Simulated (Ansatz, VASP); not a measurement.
Ca: VASP beside Ansatz

```
Ca
1.0
     5.52453    0.00000    0.00000
     0.00000    5.52453    0.00000
     0.00000    0.00000    5.52453
Ca
4
Cartesian
  0.0000 0.0000 0.0000
  2.7623 5.5245 2.7623
  2.7623 2.7623 5.5245
  5.5245 2.7623 2.7623
```

Alike in both runs: task relaxation of cell and atoms; functional PBE; k mesh 8 × 8 × 8; occupations gaussian, width 0.1 eV; no spin polarisation.

|  | VASP | Ansatz |
| --- | --- | --- |
| version | VASP 6.6.1 | Ansatz 0.2.0 |
| potentials or method | VASP PAW PBE potentials, release 64 (Ca_sv), cutoff 600 eV | scalar-relativistic, plane waves, PAW |
| valence electrons in the cell | 40 | 40 |

|  | VASP | Ansatz | Ansatz less VASP |
| --- | --- | --- | --- |
| gap on the k mesh at the Fermi level, each at its own relaxed structure (eV) | none | none | - |
| relaxed volume (Å³/atom) | 42.15 | 42.15 | 0.000 |
| relaxed length of the cell vector where the two differ most in proportion (Å) | 5.525 | 5.525 | 0.0000 |

A gap of «none» marks a metal or a gap that the smearing closes. Ansatz's warnings: structure snapped to symmetry.

Noted on VASP's run: the relaxation stopped at its first step, so nothing moved; too few bands were computed for a metal, which touches its energy and stress.
